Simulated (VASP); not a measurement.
Na2BrF:

```
F Br Na
1.0
     1.87997    1.08540    6.12842
    -1.87997    1.08540    6.12842
     0.00000   -2.17080    6.12842
F Br Na
1 1 2
Cartesian
  1.8800 1.0854 6.1284
  0.0000 0.0000 9.1926
  0.0000 0.0000 4.9151
  0.0000 0.0000 13.4702
```

Base run:

| Property | Result |
| --- | --- |
| Program | VASP 6.6.1 |
| Functional | r2SCAN |
| Potentials or basis | VASP PAW PBE potentials, release 64 (F, Br, Na_pv) |
| Cutoff | 520 eV |
| k mesh | 8 × 8 × 8 |
| Occupations | gaussian, width 0.01 eV |
| Spin | no spin polarisation |

Its results: band gap on the k mesh 3.83 eV, direct; pressure -0.3 GPa; largest force 0.016 eV/Å.

Problem. The run is repeated on the same cell with these changes: functional from r2SCAN to PBE. What comes out?

Solution. Band gap on the k mesh 3.16 eV, direct; pressure 1.5 GPa; largest force 0.023 eV/Å.

r2SCAN gives the wider gap, since meta-GGAs in the generalised Kohn-Sham scheme recover part of the derivative discontinuity.

Caveats: the PAW data sets were made with another functional, which shifts forces and pressure a little (some runs).

A k mesh can miss the band edges.
